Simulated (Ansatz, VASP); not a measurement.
## Two plane-wave programs on Ge3PdRu

```
Ge Ru Pd
1.0
     4.30007    0.00000    0.00000
     0.00000    4.30007    0.00000
     0.00000    0.00000    5.18770
Ge Ru Pd
3 1 1
Cartesian
  0.0000 2.1500 0.0000
  2.1500 0.0000 0.0000
  2.1500 2.1500 2.5939
  2.1500 2.1500 0.0000
  0.0000 0.0000 0.0000
```

Alike in both runs: task relaxation of cell and atoms; functional PBE; k mesh 4 × 4 × 4; occupations gaussian, width 0.1 eV; no spin polarisation.

|  | VASP | Ansatz |
| --- | --- | --- |
| version | VASP 6.6.1 | Ansatz 0.2.0 |
| potentials or method | VASP PAW PBE potentials, release 64 (Ge_d, Ru_pv, Pd), cutoff 600 eV | scalar-relativistic, plane waves, PAW |
| valence electrons in the cell | 66 | 76 |

```csv
,VASP,Ansatz,Ansatz less VASP
"gap on the k mesh at the Fermi level, each at its own relaxed structure (eV)",none,none,-
relaxed volume (Å³/atom),23.47,23.42,-0.046
relaxed length of the cell vector where the two differ most in proportion (Å),4.960,4.954,-0.0066
```

A gap of «none» marks a metal or a gap that the smearing closes. VASP's potentials hold 66 valence electrons a cell and Ansatz's 76, so a difference there can come from the potentials and not from the codes.

The k mesh is coarse, so the values compare programs but aren't converged. Noted on VASP's run: the volume moved by over 15 % at a fixed basis, so the end points are rough.
